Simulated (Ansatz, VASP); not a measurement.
# One calculation of Rh, two programs

POSCAR

```
Rh
1.0
    2.7695135043      0.0000000000      0.0000000000
   -1.3847567521      2.3984690508      0.0000000000
    0.0000000000      0.0000000000      9.0407221730
Rh
4
Direct
    0.0000000000      0.0000000000      0.0000000000
    0.3333333333      0.6666666667      0.2500000000
    0.0000000000      0.0000000000      0.5000000000
    0.6666666667      0.3333333333      0.7500000000
```

The input INCAR.step1:

```
SYSTEM = Rh
PREC = Accurate
ENCUT = 520
ISMEAR = 0
SIGMA = 0.1
LREAL = .False.
LASPH = .True.
NELM = 60
NBANDS = 38
GGA = PE
ALGO = Normal
EDIFF = 1E-4
LWAVE = .True.
LCHARG = .False.
```

File INCAR.step2:

```
SYSTEM = Rh
PREC = Accurate
ENCUT = 520
EDIFF = 1E-7
ISMEAR = 0
SIGMA = 0.1
LREAL = .False.
LASPH = .True.
NELM = 60
ALGO = Normal
ISIF = 2
LWAVE = .False.
LCHARG = .True.
METAGGA = R2SCAN
LMIXTAU = .True.
LELF = .True.
LVHAR = .True.
NBANDS = 38
ISTART = 1
```

The input KPOINTS:

```
regular mesh
0
Gamma
  24 24 6
  0 0 0
```

Input for Ansatz:

```yaml
crystal:
  lattice:
    - [2.7695135043, 0.0, 0.0]
    - [-1.3847567521, 2.3984690508, 0.0]
    - [0.0, 0.0, 9.040722173]
  atoms:
    - { symbol: Rh, position: [0.0, 0.0, 0.0] }
    - { symbol: Rh, position: [0.3333333333, 0.6666666667, 0.25] }
    - { symbol: Rh, position: [0.0, 0.0, 0.5] }
    - { symbol: Rh, position: [0.6666666667, 0.3333333333, 0.75] }
basis:
  ecutwfc: 500
kpoints:
  mp_grid: { grid: [24, 24, 6] }
hamiltonian:
  xc: r2scan
scf:
  occupations: { method: gaussian, width: 0.1 }
output:
  forces: true
  stress: true
  eigenvalues: true
```

Change from the starting cell: equal strain along all axes, cell held, atoms relaxed: +3.0 %.

Alike in both runs: task single point; functional r2SCAN; k mesh 24 × 24 × 6; occupations gaussian, width 0.1 eV; no spin polarisation.

```csv
,VASP,Ansatz
version,VASP 6.6.1,Ansatz 0.2.0
potentials or method,"VASP PAW PBE potentials, release 64 (Rh_pv), cutoff 520 eV","scalar-relativistic, plane waves, PAW"
valence electrons in the cell,60,68
```

VASP gave:

* gap on the k mesh at the Fermi level (eV): none
* pressure (GPa): -19.0
* traceless stress, the component that is largest in VASP (GPa): -0.12

What did Ansatz give for the same quantities?

gap on the k mesh at the Fermi level (eV): none; pressure (GPa): -19.8; traceless stress, the component that is largest in VASP (GPa): -0.11.

VASP's potentials were made for PBE, not for r2SCAN. A gap of «none» marks a metal or a gap that the smearing closes. VASP's potentials hold 60 valence electrons a cell and Ansatz's 68, so a difference there can come from the potentials and not from the codes.
